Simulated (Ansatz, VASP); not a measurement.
# One calculation of NaI, two programs

POSCAR

```
NaI
1.0
    0.0000000000      3.5431926705      3.5431926705
    3.5431926705      0.0000000000      3.5431926705
    3.5431926705      3.5431926705      0.0000000000
Na I
1 1
Direct
    0.0000000000      0.0000000000      0.0000000000
    0.2500000000      0.2500000000      0.2500000000
```

The input INCAR.step1:

```
PREC = Accurate
ENCUT = 520
EDIFF = 1E-5
ISMEAR = 0
SIGMA = 0.01
LREAL = F
LASPH = T
NELM = 100
ALGO = Normal
ISIF = 2
LWAVE = T
LCHARG = F
NBANDS = 14
GGA = PE
```

The input INCAR.step2:

```
PREC = Accurate
ENCUT = 520
EDIFF = 1E-6
ISMEAR = 0
SIGMA = 0.01
LREAL = F
LASPH = T
NELM = 100
ALGO = Normal
ISIF = 2
LWAVE = F
LCHARG = F
GGA = PE
LHFCALC = T
AEXX = 0.25
PRECFOCK = Normal
NBANDS = 14
ISTART = 1
```

Contents of KPOINTS:

```
regular mesh
0
Gamma
  4 4 4
```

Input for Ansatz:

```yaml
crystal:
  lattice:
    - [0.0, 3.5431926705, 3.5431926705]
    - [3.5431926705, 0.0, 3.5431926705]
    - [3.5431926705, 3.5431926705, 0.0]
  atoms:
    - { symbol: Na, position: [0.0, 0.0, 0.0] }
    - { symbol: I, position: [0.25, 0.25, 0.25] }
kpoints:
  mp_grid: { grid: [4, 4, 4] }
  band_path:
    path:
      - [0.0, 0.0, 0.0]
      - [-0.5, -0.5, 0.0]
      - [-0.375, -0.375, 0.25]
      - [-0.375, 0.0, 0.375]
      - [0.0, 0.0, 0.5]
      - [-0.5, -0.25, 0.25]
    npoints: 1
hamiltonian:
  xc: pbe0
scf:
  occupations: { method: fixed }
  n_extra_bands: 4
output:
  forces: true
  stress: true
  eigenvalues: true
```

Alike in both runs: task single point; functional PBE0; k mesh 4 × 4 × 4; no spin polarisation.

|  | VASP | Ansatz |
| --- | --- | --- |
| version | VASP 6.6.1 | Ansatz 0.2.0 |
| potentials or method | VASP PAW PBE potentials, release 64 (Na_pv, I) | plane waves, PAW |
| plane-wave cutoff (eV) | 520 | 420 |
| occupations | gaussian, width 0.01 eV | fixed |
| valence electrons in the cell | 14 | 26 |

|  | VASP | Ansatz | Ansatz less VASP |
| --- | --- | --- | --- |
| gap on the k mesh at the Fermi level (eV) | 5.52 | 5.51 | -0.003 |
| pressure (GPa) | 0.2 | 0.2 | +0.02 |

VASP's potentials hold 14 valence electrons a cell and Ansatz's 26, so a difference there can come from the potentials and not from the codes. Ansatz's warnings: stress exchange threshold loose, stress scf threshold loose.

Spin-orbit coupling is off throughout.
